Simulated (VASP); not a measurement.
A run of VASP 6.6.1:

The input INCAR:

```
SYSTEM = GaP
  ALGO = Normal
  EDIFF = 1E-6
  ENCUT = 500
  GGA = PS
  GGA_COMPAT = .False.
  ISIF = 2
  ISMEAR = 0
  LASPH = .True.
  LCHARG = .False.
  LREAL = .False.
  LWAVE = .False.
  NBANDS = 16
  NELM = 120
  PREC = Accurate
  SIGMA = 0.01
```

File KPOINTS:

```
k-points
0
Gamma
  8 8 8
  0 0 0
```

Contents of POSCAR:

```
GaP
1.0
    0.0000000000      2.7255000000      2.7255000000
    2.7255000000      0.0000000000      2.7255000000
    2.7255000000      2.7255000000      0.0000000000
Ga P
1 1
Direct
    0.0000000000      0.0000000000      0.0000000000
    0.2500000000      0.2500000000      0.2500000000
```

Potentials or basis: VASP PAW PBE potentials, release 64 (Ga_d, P).

Command:

```sh
$ cat potpaw_PBE.64/Ga_d/POTCAR potpaw_PBE.64/P/POTCAR > POTCAR
$ mpirun -np 1 vasp_std > vasp.out
```

Hardware: 1 thread of AMD EPYC 7R43 64-Core Processor (Zen 3), with other jobs on the host.

How long does it take, and how much memory?

Wall time 21 s on 1 thread of AMD EPYC 7R43 64-Core Processor (Zen 3) (shared host), peak memory 0.12 GiB. Counts: scf iterations 12, k points 29.
